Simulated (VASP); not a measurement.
Here is a VASP 6.6.1 calculation.

Contents of INCAR:

```
PREC     = Accurate       # precision mode
ENCUT    = 520            # plane-wave cutoff, eV
EDIFF    = 1E-6           # SCF threshold, eV
ISMEAR   = 0              # smearing method
SIGMA    = 0.1            # smearing width, eV
LREAL    = F              # projectors in reciprocal space
LASPH    = T              # aspherical terms in the spheres
NELM     = 60             # most SCF steps
ALGO     = Normal         # electronic algorithm
ISIF     = 2              # what is computed and relaxed
LWAVE    = F              # write WAVECAR
LCHARG   = F              # write CHGCAR
GGA      = PS             # functional
NBANDS   = 14             # bands
```

KPOINTS

```
regular mesh
0
Gamma
  16 16 16
```

File POSCAR:

```
HfN
1.0
    0.0000000000      2.2731582314      2.2731582314
    2.2731582314      0.0000000000      2.2731582314
    2.2731582314      2.2731582314      0.0000000000
Hf N
1 1
Direct
    0.0000000000      0.0000000000      0.0000000000
    0.5000000000      0.5000000000      0.5000000000
```

Potentials or basis: VASP PAW PBE potentials, release 64 (Hf_pv, N).

Run with:

```console
$ cat potpaw_PBE.64/Hf_pv/POTCAR potpaw_PBE.64/N/POTCAR > POTCAR
$ mpirun -np 1 vasp_std > vasp.out
```

Problem. Estimate the pressure.

Solution. -10.0 GPa.

Caveat: the PAW data sets were made with another functional, which shifts forces and pressure a little.
